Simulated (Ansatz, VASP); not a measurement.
**Sc3Cl2: VASP beside Ansatz**

```
Sc Cl
1.0
     4.27264    0.00000    0.00000
    -2.13632    3.70021    0.00000
     0.00000    0.00000    7.34879
Sc Cl
3 2
Direct
  0.00000 0.00000 0.00000
  0.33333 0.66667 0.65835
  0.66667 0.33333 0.34165
  0.33333 0.66667 0.30677
  0.66667 0.33333 0.69323
```

Alike in both runs: functional PBE; k mesh 12 × 12 × 6; occupations gaussian, width 0.1 eV; no spin polarisation.

Ansatz relaxed the structure, and its values are those at the end. VASP's run is a single point on that final structure, the one shown.

|  | VASP | Ansatz |
| --- | --- | --- |
| version | VASP 6.6.1 | Ansatz 0.2.0 |
| potentials or method | VASP PAW PBE potentials, release 64 (Sc_sv, Cl), cutoff 520 eV | scalar-relativistic, plane waves, PAW |
| valence electrons in the cell | 47 | 47 |

```csv
,VASP,Ansatz,Ansatz less VASP
gap on the k mesh at the Fermi level (eV),none,none,-
pressure (GPa),0.3,0.0,-0.26
rms of the force components (eV/Å),0.010,0.001,-0.0094
```

A gap of «none» marks a metal or a gap that the smearing closes.
